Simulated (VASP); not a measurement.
Here is a VASP 6.6.1 calculation.

The input INCAR:

```
SYSTEM = Rh
  ALGO = Fast
  EDIFF = 1E-6
  EDIFFG = -0.01
  ENCUT = 600
  GGA = PS
  IBRION = 2
  ISIF = 3
  ISMEAR = -1
  LASPH = .True.
  LCHARG = .False.
  LREAL = .False.
  LWAVE = .False.
  NELM = 60
  NSW = 60
  PREC = Accurate
  PSTRESS = 300.0
  SIGMA = 0.05
```

KPOINTS

```
k-points
0
Gamma
  11 11 3
  0 0 0
```

File POSCAR:

```
Rh
1.0
    2.6917446234      0.0000000000      0.0000000000
   -1.3458723117      2.3311192244      0.0000000000
    0.0000000000      0.0000000000      8.7980701300
Rh
4
Direct
    0.6666666667      0.3333333333      0.7500000000
    0.0000000000      0.0000000000      0.5000000000
    0.3333333333      0.6666666667      0.2500000000
    0.0000000000      0.0000000000      0.0000000000
```

Potentials or basis: VASP PAW PBE potentials, release 64 (Rh_pv).

Run with:

```sh
$ cat potpaw_PBE.64/Rh_pv/POTCAR > POTCAR
$ mpirun -np 1 vasp_std > vasp.out
```

Question: Estimate the relaxed volume.

Answer: 12.45 Å³/atom.

Question: What does it give for the relaxed cell?

Answer: a = 2.605 Å, b = 2.605 Å, c = 8.479 Å, α = 90.00°, β = 90.00°, γ = 120.00°.

Question: What does it give for the space group after relaxing (to 0.05 Å)?

Answer: P6_3/mmc (No. 194).

The path:
| step | energy change (eV) | largest force (eV/Å) | pressure (GPa) | volume (Å³) |
| --- | --- | --- | --- | --- |
| 1 | 0.0000 | 0.0000 | -5.73 | 55.21 |
| 2 | 16.9906 | 0.0000 | 424.81 | 34.08 |
| 3 | 0.2119 | 0.0000 | 23.05 | 50.63 |
| 4 | 0.2866 | 0.0000 | 27.10 | 50.15 |
| 5 | 0.3455 | 0.0000 | 29.97 | 49.82 |
| 6 | 0.3652 | 0.0000 | 30.86 | 49.72 |
| 7 | 0.2915 | 0.0000 | 27.26 | 50.12 |
| 8 | 0.3419 | 0.0000 | 29.82 | 49.84 |
| 9 | 0.3492 | 0.0000 | 30.12 | 49.80 |
| 10 | 0.3461 | 0.0000 | 29.98 | 49.82 |

Caveat: the cell is relaxed towards a set pressure, so the enthalpy falls and the energy may rise; the PAW data sets were made with another functional, which shifts forces and pressure a little.
